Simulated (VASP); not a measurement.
Wanted: the native input for a VASP 6.6.1 run.

| Property | Result |
| --- | --- |
| Task | single point |
| Functional | PBE |
| Potentials or basis | VASP PAW PBE potentials, release 64 (K_sv, F) |
| Cutoff | 520 eV |
| k mesh | 8 × 8 × 8 |
| Occupations | gaussian, width 0.05 eV |
| Spin | no spin polarisation |
| Dipole correction | no |
| Further INCAR settings | ALGO = Normal; EDIFF = 1e-06; NBANDS = 15 |

The structure of KF lies in POSCAR:

```
KF
1.0
   -0.0567773436      2.6383497258      2.6383497258
    2.6383497258     -0.0567773436      2.6383497258
    2.6383497258      2.6383497258     -0.0567773436
K F
1 1
Direct
    0.0000000000      0.0000000000      0.0000000000
    0.5000000000      0.5000000000      0.5000000000
```

These files were run (other wordings do the same):

INCAR

```
SYSTEM = KF
PREC = Accurate
ENCUT = 520
EDIFF = 1E-6
ISMEAR = 0
SIGMA = 0.05
LREAL = .False.
LASPH = .True.
NELM = 60
ALGO = Normal
ISIF = 2
LWAVE = .False.
LCHARG = .True.
GGA = PE
LELF = .True.
LVHAR = .True.
NBANDS = 15
```

KPOINTS

```
Automatic mesh
0
Gamma
  8 8 8
  0 0 0
```

Potentials or basis: VASP PAW PBE potentials, release 64 (K_sv, F).

The run is started by

```sh
$ cat potpaw_PBE.64/K_sv/POTCAR potpaw_PBE.64/F/POTCAR > POTCAR
$ mpirun -np 1 vasp_std > vasp.out
```

It gave:

The pressure is 1.6 GPa and the band gap on the k mesh is 6.17 eV, direct.

Wall time 14 s on 1 thread of Intel(R) Xeon(R) 6975P-C (Granite Rapids), on a shared host, peak memory 0.17 GiB.
